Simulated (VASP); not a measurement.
**Mn: relaxation of cell and atoms with PBEsol**

Crystal: Mn.

```
CELL_PARAMETERS angstrom
-1.37740 1.37740 1.37740
1.37740 -1.37740 1.37740
1.37740 1.37740 -1.37740
ATOMIC_POSITIONS crystal
Mn 0.00000 0.00000 0.00000
```

This isn't the form of Mn at room conditions, which is a 58-atom cubic cell.

```json
{"Program": "VASP 6.6.1", "Task": "relaxation of cell and atoms", "Functional": "PBEsol", "Potentials or basis": "VASP PAW PBE potentials, release 64 (Mn_pv)", "Cutoff": "600 eV", "k mesh": "28 × 28 × 28", "Occupations": "gaussian, width 0.1 eV", "Spin": "collinear spin, ferromagnetic start", "Starting moments": "[0.71] μB", "Dipole correction": "no", "Further INCAR settings": "ALGO = Normal; EDIFF = 1e-06; IBRION = 2; EDIFFG = -0.01; NSW = 100; ISIF = 3"}
```

The relaxed volume is 10.47 Å³/atom and the relaxed cell is a = 2.387 Å, b = 2.387 Å, c = 2.387 Å, α = 109.47°, β = 109.47°, γ = 109.47°. The space group after relaxing (to 0.1 Å) is Im-3m (No. 229). The energy gained by relaxing is 0.0 meV/atom. The ionic steps are 3, the pressure after relaxing is 0.0 GPa and the net moment is 0.67 μB per cell. The site moments are Mn +0.66 μB. The valence electrons inside the program's atomic spheres are Mn 12.04.

Final structure:
```
CELL_PARAMETERS angstrom
-1.37813 1.37813 1.37813
1.37813 -1.37813 1.37813
1.37813 1.37813 -1.37813
ATOMIC_POSITIONS crystal
Mn 0.00000 0.00000 0.00000
```

Levels at points of the mesh, in eV from the Fermi level:
Spin up:
```csv
k point,band 5,band 6,band 7,band 8,band 9,band 10
"(0.00, 0.00, 0.00)",-1.87,-1.87,-1.87,0.01,0.01,23.95
"(0.50, 0.00, 0.00)",-3.36,0.04,0.32,0.65,1.77,9.41
"(0.50, 0.50, 0.50)",-5.22,1.40,1.40,1.40,10.75,10.75
```
Spin down:
```tsv
k point	band 2	band 3	band 4	band 5	band 6	band 7	band 8	band 9	band 10
(0.00, 0.00, 0.00)	-47.39	-47.39	-8.70	-1.30	-1.30	-1.30	0.79	0.79	23.98
(0.50, 0.00, 0.00)	-47.67	-47.40	-4.89	-2.85	0.77	0.77	1.12	2.43	9.86
(0.50, 0.50, 0.50)	-47.98	-47.98	-4.70	-4.70	2.05	2.05	2.05	10.90	10.90
```

Wall time 4.2 min on 1 thread of Intel Xeon 8259CL, with other jobs on the host, peak memory 0.26 GiB.

Caveat: the PAW data sets were made with another functional, which shifts forces and pressure a little.
